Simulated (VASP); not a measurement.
Set up this calculation in VASP 6.6.1, as the native input.

| Item | Value |
| --- | --- |
| Task | single point |
| Functional | PBE |
| Potentials or basis | VASP PAW PBE potentials, release 64 (Si, C) |
| Cutoff | 520 eV |
| k mesh | 12 × 12 × 12 |
| Occupations | gaussian, width 0.05 eV |
| Spin | no spin polarisation |
| Dipole correction | no |
| Further INCAR settings | ALGO = Normal; EDIFF = 1e-07; NBANDS = 11 |

The structure of SiC lies in POSCAR:

```
SiC
1.0
    0.0000000000      2.1019742439      2.1019742439
    2.1019742439      0.0000000000      2.1019742439
    2.1710591308      2.1710591308     -0.0690848868
Si C
1 1
Direct
    0.0000000000      0.0000000000      0.0000000000
    0.7500000000      0.7500000000      0.7500000000
```

One way to write it, as run:

INCAR

```
PREC = Accurate ; ENCUT = 520
EDIFF = 1E-7 ; ISMEAR = 0
SIGMA = 0.05 ; LREAL = F
LASPH = T ; NELM = 60
ALGO = Normal ; ISIF = 2
LWAVE = F ; LCHARG = F
GGA = PE ; NBANDS = 11
```

KPOINTS

```
regular mesh
0
Gamma
  12 12 12
```

Potentials or basis: VASP PAW PBE potentials, release 64 (Si, C).

Launch:

```console
$ cat potpaw_PBE.64/Si/POTCAR potpaw_PBE.64/C/POTCAR > POTCAR
$ mpirun -np 1 vasp_std > vasp.out
```

Results of the run:

```
Pressure               : 19.1 GPa
Largest force          : 0.532 eV/Å
Band gap on the k mesh : 1.15 eV, indirect (least direct gap 4.29 eV)
```

Wall time 20 s on 1 thread of Intel(R) Xeon(R) 6975P-C (Granite Rapids) (shared host), peak memory 0.16 GiB.
